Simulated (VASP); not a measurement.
Set up this calculation in VASP 6.6.1, as the native input.

| Item | Value |
| --- | --- |
| Task | single point |
| Functional | PBE |
| Potentials or basis | VASP PAW PBE potentials, release 64 (Ga_d, N) |
| Cutoff | 520 eV |
| k mesh | 1 × 1 × 1 |
| Occupations | gaussian, width 0.01 eV |
| Spin | no spin polarisation |
| Dipole correction | no |
| Further INCAR settings | LREAL = Auto; ALGO = Normal; EDIFF = 1e-06; NBANDS = 246 |

The structure of GaN lies in POSCAR:

```
GaN
1.0
   -3.2183708160      5.5743817707     -5.2431684095
    6.4367416318      0.0000000001     -5.2431684095
   -3.2183708159     -5.5743817708     -5.2431684095
Ga N
24 24
Direct
    0.0002883790      0.1669550456      0.3336217123
    0.6669550456      0.3336217123      0.5002883790
    0.3336217123      0.0002883790      0.1669550456
    0.1669550456      0.8336217123      0.5002883790
    0.8336217123      0.5002883790      0.1669550456
    0.5002883790      0.6669550456      0.3336217123
    0.1669550456      0.3336217123      0.0002883790
    0.8336217123      0.0002883790      0.6669550456
    0.5002883790      0.1669550456      0.8336217123
    0.0002883790      0.6669550456      0.8336217123
    0.6669550456      0.8336217123      0.0002883790
    0.3336217123      0.5002883790      0.6669550456
    0.0002883790      0.8336217123      0.1669550456
    0.6669550456      0.0002883790      0.3336217123
    0.3336217123      0.6669550456      0.0002883790
    0.1669550456      0.5002883790      0.3336217123
    0.8336217123      0.1669550456      0.0002883790
    0.5002883790      0.3336217123      0.1669550456
    0.1669550456      0.0002883790      0.8336217123
    0.8336217123      0.6669550456      0.5002883790
    0.5002883790      0.8336217123      0.6669550456
    0.0002883790      0.3336217123      0.6669550456
    0.6669550456      0.5002883790      0.8336217123
    0.3336217123      0.1669550456      0.5002883790
    0.8747116210      0.0413782877      0.2080449544
    0.5413782877      0.2080449544      0.3747116210
    0.2080449544      0.8747116210      0.0413782877
    0.0413782877      0.7080449544      0.3747116210
    0.7080449544      0.3747116210      0.0413782877
    0.3747116210      0.5413782877      0.2080449544
    0.0413782877      0.2080449544      0.8747116210
    0.7080449544      0.8747116210      0.5413782877
    0.3747116210      0.0413782877      0.7080449544
    0.8747116210      0.5413782877      0.7080449544
    0.5413782877      0.7080449544      0.8747116210
    0.2080449544      0.3747116210      0.5413782877
    0.2080449544      0.0413782877      0.3747116210
    0.8747116210      0.2080449544      0.5413782877
    0.5413782877      0.8747116210      0.2080449544
    0.3747116210      0.7080449544      0.5413782877
    0.0413782877      0.3747116210      0.2080449544
    0.7080449544      0.5413782877      0.3747116210
    0.3747116210      0.2080449544      0.0413782877
    0.0413782877      0.8747116210      0.7080449544
    0.7080449544      0.0413782877      0.8747116210
    0.2080449544      0.5413782877      0.8747116210
    0.8747116210      0.7080449544      0.0413782877
    0.5413782877      0.3747116210      0.7080449544
```

The input as run:

INCAR

```
PREC = Accurate
ENCUT = 520
EDIFF = 1E-6
ISMEAR = 0
SIGMA = 0.01
LREAL = Auto
LASPH = T
NELM = 100
ALGO = Normal
ISIF = 2
LWAVE = F
LCHARG = F
GGA = PE
NBANDS = 246
```

KPOINTS

```
Automatic mesh
0
Gamma
  1 1 1
```

Potentials or basis: VASP PAW PBE potentials, release 64 (Ga_d, N).

Run with:

```bash
$ cat potpaw_PBE.64/Ga_d/POTCAR potpaw_PBE.64/N/POTCAR > POTCAR
$ mpirun -np 1 vasp_gam > vasp.out
```

It gave:

```
Pressure               : -1.1 GPa
Largest force          : 0.032 eV/Å
Band gap on the k mesh : 1.71 eV
```

Caveat: the k points lie up to 0.76 Å⁻¹ apart.

Run time: 7 min on 1 thread of AMD EPYC 7R43 64-Core Processor (Zen 3), on a shared host, peak memory 0.5 GiB.
